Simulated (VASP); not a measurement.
NiO: single point with r2SCAN+D4+U

The system is NiO.

```
Ni O
1.0
     0.00000    2.08590    2.08590
     2.08590    0.00000    2.08590
     2.08590    2.08590    0.00000
Ni O
1 1
Direct
  0.00000 0.00000 0.00000
  0.50000 0.50000 0.50000
```

```yaml
Program: VASP 6.6.1
Task: single point
Functional: r2SCAN
Dispersion: D4
Potentials_or_basis: VASP PAW PBE potentials, release 64 (Ni, O)
Cutoff: 520 eV
k_mesh: 11 × 11 × 11
Occupations: fermi-dirac, width 0.1 eV
Spin: collinear spin, ferromagnetic start
Starting_moments: "[1.0, 0.0] μB"
Hubbard_terms: Ni d U = 5.0 eV
Dipole_correction: no
Further_INCAR_settings: ALGO = Normal; EDIFF = 1e-06; NBANDS = 19
```

The pressure is -2.1 GPa, the band gap on the k mesh is 3.26 eV (least direct gap 4.12 eV) and the net moment is 2.00 μB per cell. The site moments are Ni +1.85; O +0.16 μB and the valence electrons inside the program's atomic spheres are Ni 8.96; O 5.08. The dispersion energy per atom is -0.117 eV.

Levels at points of the mesh, in eV from the valence-band top:
Spin up:
```tsv
k point	band 7	band 8	band 9	band 10	band 11	band 12
(0.00, 0.00, 0.00)	-1.54	-1.54	-1.54	3.26	19.01	19.01
```
Spin down:
```csv
k point,band 3,band 4,band 5,band 6,band 7,band 8,band 9,band 10,band 11,band 12
"(0.00, 0.00, 0.00)",-3.80,-3.80,-1.13,-1.13,-1.13,3.46,3.46,3.75,19.38,19.38
```

Eigenvalues of the final occupation matrices:
| site | spin | trace | eigenvalues |
| --- | --- | --- | --- |
| site 1 d | 1 | 5.02 | 0.98 0.98 0.98 1.03 1.03 |
| site 1 d | 2 | 3.19 | 0.13 0.13 0.98 0.98 0.98 |

Run time: 50 s on 1 thread of Intel(R) Xeon(R) 6975P-C (Granite Rapids), on a shared host, peak memory 0.18 GiB.

Caveat: the PAW data sets were made with another functional, which shifts forces and pressure a little; an odd mesh through Γ misses points on the zone boundary, where band edges can lie; a cell with one magnetic atom can't hold antiferromagnetic order, which such compounds often take.
